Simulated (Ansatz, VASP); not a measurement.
Y2WC3: VASP beside Ansatz

```
Y W C
1.0
     5.67397    0.00000    0.00000
    -2.83699    4.91381    0.00000
     0.00000    0.00000    3.52796
Y W C
2 1 3
Direct
  0.66667 0.33333 0.00000
  0.33333 0.66667 0.00000
  0.00000 0.00000 0.00000
  0.50000 0.00000 0.50000
  0.50000 0.50000 0.50000
  0.00000 0.50000 0.50000
```

Change from the starting cell: species swapped into the NdAl3Ni2 type (P6/mmm, No. 191).

Alike in both runs: task relaxation of cell and atoms; functional PBE; k mesh 6 × 6 × 6; occupations gaussian, width 0.1 eV; no spin polarisation.

```csv
,VASP,Ansatz
version,VASP 6.6.1,Ansatz 0.2.0
potentials or method,"VASP PAW PBE potentials, release 64 (Y_sv, W_sv, C), cutoff 600 eV","scalar-relativistic, plane waves, PAW"
valence electrons in the cell,48,48
```

Ansatz gave:

- gap on the k mesh at the Fermi level, each at its own relaxed structure (eV): none
- relaxed volume (Å³/atom): 16.42
- relaxed length of the cell vector where the two differ most in proportion (Å): 5.692

Q: What did VASP give for the same quantities?

A: gap on the k mesh at the Fermi level, each at its own relaxed structure (eV): none; relaxed volume (Å³/atom): 16.33; relaxed length of the cell vector where the two differ most in proportion (Å): 5.673.

A gap of «none» marks a metal or a gap that the smearing closes.

Neither program's run includes spin-orbit coupling.
